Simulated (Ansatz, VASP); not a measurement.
# Sr6Te: VASP beside Ansatz

```
Sr Te
1.0
    10.09766    0.00000    0.00000
     0.00000   10.09766    0.00000
     0.00000    0.00000   10.09766
Sr Te
6 1
Direct
  0.79414 0.50000 0.50000
  0.20586 0.50000 0.50000
  0.50000 0.50000 0.79414
  0.50000 0.50000 0.20586
  0.50000 0.20586 0.50000
  0.50000 0.79414 0.50000
  0.00000 0.00000 0.00000
```

Change from the starting cell: species swapped into the LaB6 type (Pm-3m, No. 221).

Alike in both runs: functional PBE; k mesh 4 × 4 × 4; occupations gaussian, width 0.1 eV; no spin polarisation.

Ansatz relaxed the structure, and its values are those at the end. VASP's run is a single point on that final structure, the one shown.

|  | VASP | Ansatz |
| --- | --- | --- |
| version | VASP 6.6.1 | Ansatz 0.2.0 |
| potentials or method | VASP PAW PBE potentials, release 64 (Sr_sv, Te), cutoff 520 eV | scalar-relativistic, plane waves, PAW |
| valence electrons in the cell | 66 | 76 |

|  | VASP | Ansatz | Ansatz less VASP |
| --- | --- | --- | --- |
| gap on the k mesh at the Fermi level (eV) | none | none | - |
| pressure (GPa) | 0.0 | 0.0 | 0.00 |

A gap of «none» marks a metal or a gap that the smearing closes. VASP's potentials hold 66 valence electrons a cell and Ansatz's 76, so a difference there can come from the potentials and not from the codes.

Neither program's run includes spin-orbit coupling.
